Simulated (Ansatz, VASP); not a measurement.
One calculation of CaSe, two programs

The input INCAR:

```
ALGO     = Normal         # electronic algorithm
EDIFF    = 1E-6           # SCF threshold, eV
ENCUT    = 520            # plane-wave cutoff, eV
GGA      = PE             # functional
ISIF     = 2              # what is computed and relaxed
ISMEAR   = -1             # smearing method
LASPH    = T              # aspherical terms in the spheres
LCHARG   = F              # write CHGCAR
LREAL    = F              # projectors in reciprocal space
LWAVE    = F              # write WAVECAR
NBANDS   = 15             # bands
NELM     = 60             # most SCF steps
PREC     = Accurate       # precision mode
SIGMA    = 0.02           # smearing width, eV
```

KPOINTS

```
k-points
0
Gamma
  5 5 5
```

Contents of POSCAR:

```
CaSe
1.0
    0.0000000000      2.9560000000      2.9560000000
    2.9560000000      0.0000000000      2.9560000000
    2.9560000000      2.9560000000      0.0000000000
Ca Se
1 1
Direct
    0.0000000000      0.0000000000      0.0000000000
    0.5000000000      0.5000000000      0.5000000000
```

Input for Ansatz:

```yaml
crystal:
  lattice:
    - [0.0, 2.956, 2.956]
    - [2.956, 0.0, 2.956]
    - [2.956, 2.956, 0.0]
  atoms:
    - { symbol: Ca, position: [0.0, 0.0, 0.0] }
    - { symbol: Se, position: [0.5, 0.5, 0.5] }
kpoints:
  mp_grid: { grid: [5, 5, 5] }
scf:
  occupations: { method: fermi_dirac, width: 0.02 }
hamiltonian:
  xc: pbe
  pseudopotentials: { kind: all_electron, lapw: { basis_error: 0.00025 } }
output:
  forces: true
  stress: true
  eigenvalues: true
```

Alike in both runs: task single point; functional PBE; k mesh 5 × 5 × 5; occupations fermi-dirac, width 0.02 eV; no spin polarisation.

```csv
,VASP,Ansatz
version,VASP 6.6.1,Ansatz 0.2.0
potentials or method,"VASP PAW PBE potentials, release 64 (Ca_sv, Se), cutoff 520 eV","all-electron LAPW, scalar-relativistic"
```

```csv
,VASP,Ansatz,Ansatz less VASP
gap on the k mesh at the Fermi level (eV),2.14,2.15,+0.009
pressure (GPa),1.4,1.2,-0.19
```

Ansatz ran all-electron here, and VASP with PAW potentials.
